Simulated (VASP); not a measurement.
# MgO (Fm-3m) in VASP: notebook, part 2 of 2

VASP 6.6.1.

### 5 Vibrations by perturbation theory, PBEsol (phonons at volume x 0.98)

INCAR

```
SYSTEM = MgO
PREC     = Accurate       ! precision mode
ENCUT    = 520            ! plane-wave cutoff, eV
EDIFF    = 1E-8           ! SCF threshold, eV
ISMEAR   = 0              ! smearing method
SIGMA    = 0.01           ! smearing width, eV
LREAL    = .False.        ! projectors in reciprocal space
LASPH    = .True.         ! aspherical terms in the spheres
NELM     = 80             ! most SCF steps
ALGO     = Normal         ! electronic algorithm
ISIF     = 2              ! what is computed and relaxed
LWAVE    = .False.        ! write WAVECAR
LCHARG   = .False.        ! write CHGCAR
GGA      = PS             ! functional
IBRION   = 8              ! ionic algorithm
NSW      = 1              ! ionic steps
LEPSILON = .True.         ! dielectric tensor by DFPT
```

KPOINTS

```
Automatic mesh
0
Gamma
  10 10 10
  0 0 0
```

POSCAR

```
MgO
1.0
    0.0000000000      2.0929434045      2.0929434045
    2.0929434045      0.0000000000      2.0929434045
    2.0929434045      2.0929434045      0.0000000000
Mg O
1 1
Direct
    0.0000000000      0.0000000000      0.0000000000
    0.5000000000      0.5000000000      0.5000000000
```

Potentials or basis: VASP PAW PBE potentials, release 64 (Mg, O).

On the command line:

```
$ cat potpaw_PBE.64/Mg/POTCAR potpaw_PBE.64/O/POTCAR > POTCAR
$ mpirun -np 1 vasp_std > vasp.out
```

OUTCAR:

```text
SYSTEM = MgO
   PREC = Accurate
   ENCUT = 520
   EDIFF = 1E-8
   ISMEAR = 0
   LREAL = .False.
   LASPH = .True.
   NELM = 80
   ISIF = 2
   GGA = PS
   IBRION = 8
   NSW = 1
   LEPSILON = .True.

 ion  position               nearest neighbor table
   1  0.000  0.000  0.000-   2 2.09   2 2.09   2 2.09   2 2.09   2 2.09   2 2.09
   2  0.500  0.500  0.500-   1 2.09   1 2.09   1 2.09   1 2.09   1 2.09   1 2.09

  LATTYP: Found a face centered cubic cell.
 ALAT       =     4.1858868090

  Lattice vectors:

 A1 = (   0.0000000000,   2.0929434045,   2.0929434045)
 A2 = (   2.0929434045,   0.0000000000,   2.0929434045)
 A3 = (   2.0929434045,   2.0929434045,   0.0000000000)

Analysis of symmetry for initial positions (statically):
=====================================================================
 Subroutine PRICEL returns:
 Original cell was already a primitive cell.

 Routine SETGRP: Setting up the symmetry group for a
 face centered cubic supercell.

 Subroutine GETGRP returns: Found 48 space group operations
 (whereof 48 operations were pure point group operations)
 out of a pool of 48 trial point group operations.

The static configuration has the point symmetry O_h .

Analysis of symmetry for dynamics (positions and initial velocities):
=====================================================================
 Subroutine PRICEL returns:
 Original cell was already a primitive cell.

 Routine SETGRP: Setting up the symmetry group for a
 face centered cubic supercell.

 Subroutine GETGRP returns: Found 48 space group operations
 (whereof 48 operations were pure point group operations)
 out of a pool of 48 trial point group operations.

The dynamic configuration has the point symmetry O_h .

 Subroutine INISYM returns: Found 48 space group operations
 (whereof 48 operations are pure point group operations),
 and found     1 'primitive' translations

----------------------------------------------------------------------------------------

                                     Primitive cell

  volume of cell :      18.3359

  direct lattice vectors                    reciprocal lattice vectors
     0.000000000  2.092943405  2.092943405    -0.238898003  0.238898003  0.238898003
     2.092943405  0.000000000  2.092943405     0.238898003 -0.238898003  0.238898003
     2.092943405  2.092943405  0.000000000     0.238898003  0.238898003 -0.238898003

  length of vectors
     2.959868948  2.959868948  2.959868948     0.413783479  0.413783479  0.413783479

  position of ions in fractional coordinates (direct lattice)
     0.000000000  0.000000000  0.000000000
[... 456 lines left out ...]
    -0.00013  0.00000 -0.00000
     0.00000 -0.00013 -0.00000
    -0.00000  0.00000 -0.00015

--------------------------------------- Ionic step        4  -------------------------------------------

------------------------ aborting loop because EDIFF is reached ----------------------------------------

[... ionic steps 5 to 6 ...]

--------------------------------------- Ionic step        7  -------------------------------------------

 Free energy of the ion-electron system (eV)
  ---------------------------------------------------
  ---------------------------------------------------
  free energy    TOTEN  =        -0.35748164 eV

  energy without entropy =       -0.35748164

------------------------ aborting loop because EDIFF is reached ----------------------------------------

 INTERNAL STRAIN TENSOR  FOR ION    2  DIRECTION 1   (eV/Angst):
 -----------------------------------------------------------------------------
    -0.00477  0.00000  0.00000
     0.00000  0.00705 -0.00000
     0.00000 -0.00000  0.00705

 MACROSCOPIC STATIC DIELECTRIC TENSOR (including local field effects in DFT)
 ------------------------------------------------------
           3.143739     0.000000    -0.000000
           0.000000     3.143739     0.000000
           0.000000     0.000000     3.143739
 ------------------------------------------------------

 PIEZOELECTRIC TENSOR (including local field effects)  for field in x, y, z        (e  Angst)
          XX          YY          ZZ          XY          YZ          ZX
  --------------------------------------------------------------------------------
  x     0.00000     0.00000     0.00000     0.00000     0.00000     0.00000
  y     0.00000     0.00000     0.00000     0.00000     0.00000     0.00000
  z     0.00000     0.00000     0.00000     0.00000     0.00000     0.00000

 PIEZOELECTRIC TENSOR (including local field effects)  for field in x, y, z        (C/m^2)
          XX          YY          ZZ          XY          YZ          ZX
  --------------------------------------------------------------------------------
  x     0.00000     0.00000     0.00000     0.00000     0.00000     0.00000
  y     0.00000     0.00000     0.00000     0.00000     0.00000     0.00000
  z     0.00000     0.00000     0.00000     0.00000     0.00000     0.00000

 BORN EFFECTIVE CHARGES (including local field effects) (in |e|, cummulative output)
 ---------------------------------------------------------------------------------
 ion    1
    1     1.95822     0.00000     0.00000
    2     0.00000     1.95822     0.00000
    3     0.00000     0.00000     1.95822
 ion    2
    1    -1.95822     0.00000     0.00000
    2     0.00000    -1.95822     0.00000
    3     0.00000     0.00000    -1.95822

 INTERNAL STRAIN TENSOR FOR ION    2 for displacements in x,y,z  (eV/Angst):
          X           Y           Z          XY          YZ          ZX
  --------------------------------------------------------------------------------
  x     0.00000     0.00000     0.00000     0.00000     0.00000     0.00000
  y     0.00000     0.00000     0.00000     0.00000     0.00000     0.00000
  z     0.00000     0.00000     0.00000     0.00000     0.00000     0.00000

 SECOND DERIVATIVES (NOT SYMMETRIZED)
 ------------------------------------
               1X          1Y          1Z          2X          2Y          2Z
  1X    -5.929113    0.000000    0.000000    5.929113    0.000000    0.000000
  1Y     0.000000   -5.929113    0.000000    0.000000    5.929113    0.000000
  1Z     0.000000    0.000000   -5.929113    0.000000    0.000000    5.929113
  2X     5.942421    0.000000    0.000000   -5.942421    0.000000    0.000000
  2Y     0.000000    5.942421    0.000000    0.000000   -5.942421    0.000000
  2Z     0.000000    0.000000    5.942421    0.000000    0.000000   -5.942421

 Eigenvectors and eigenvalues of the dynamical matrix
 ----------------------------------------------------

   1 f  =   12.263404 THz    77.053238 2PiTHz  409.063116 cm-1    50.717340 meV
             X         Y         Z           dx          dy          dz
      0.000000  0.000000  0.000000     0.629632   -0.000000   -0.000000
      2.092943  2.092943  2.092943    -0.776893    0.000000   -0.000000
[... 21 lines left out ...]
   6 f/i=    0.006724 THz     0.042249 2PiTHz    0.224295 cm-1     0.027809 meV
             X         Y         Z           dx          dy          dz
      0.000000  0.000000  0.000000     0.455058   -0.624053   -0.083926
      2.092943  2.092943  2.092943     0.368801   -0.505763   -0.068018

--------------------------------------------------------------------------------------------------------

 MACROSCOPIC STATIC DIELECTRIC TENSOR IONIC CONTRIBUTION
 ------------------------------------------------------
           6.375399    -0.000000     0.000000
          -0.000000     6.375399     0.000000
           0.000000     0.000000     6.375399
 ------------------------------------------------------

 ELASTIC MODULI CONTR FROM IONIC RELAXATION (kBar)
 Direction    XX          YY          ZZ          XY          YZ          ZX
 --------------------------------------------------------------------------------
 XX           0.0000      0.0000      0.0000      0.0000      0.0000      0.0000
 YY           0.0000      0.0000      0.0000      0.0000      0.0000      0.0000
 ZZ           0.0000      0.0000      0.0000      0.0000      0.0000      0.0000
 XY           0.0000      0.0000      0.0000      0.0000      0.0000      0.0000
 YZ           0.0000      0.0000      0.0000      0.0000      0.0000      0.0000
 ZX           0.0000      0.0000      0.0000      0.0000      0.0000      0.0000
 --------------------------------------------------------------------------------

 PIEZOELECTRIC TENSOR IONIC CONTR  for field in x, y, z        (C/m^2)
          XX          YY          ZZ          XY          YZ          ZX
  --------------------------------------------------------------------------------
  x     0.00000     0.00000     0.00000     0.00000     0.00000     0.00000
  y     0.00000     0.00000     0.00000     0.00000     0.00000     0.00000
  z     0.00000     0.00000     0.00000     0.00000     0.00000     0.00000
```

Wall time 79 s (1 thread of AMD EPYC 9R45 (Zen 5), shared host); peak memory 0.16 GiB.

What came out:

* Electronic dielectric tensor (diagonal): 3.14
* Born charges (mean of the diagonal): Mg +1.96; O -1.96 e
* Highest phonon frequency at Γ, LO-TO splitting left out: 409 cm⁻¹

Phonon frequencies in cm⁻¹ (negative: imaginary):
```csv
q point,frequencies
"(0.000, 0.000, 0.000)",0 0 0 409 409 409
```

Electronic dielectric tensor:
```
3.14 0.00 0.00
0.00 3.14 0.00
0.00 0.00 3.14
```

Born effective charge tensors (e):
atom 1, Mg
```
1.96 0.00 0.00
0.00 1.96 0.00
0.00 0.00 1.96
```
atom 2, O
```
-1.96  0.00  0.00
 0.00 -1.96  0.00
 0.00  0.00 -1.96
```

Caveat: the cell differs from its parent crystal (phonons at volume x 0.98); the cell wasn't relaxed at this level first, which shifts response properties.
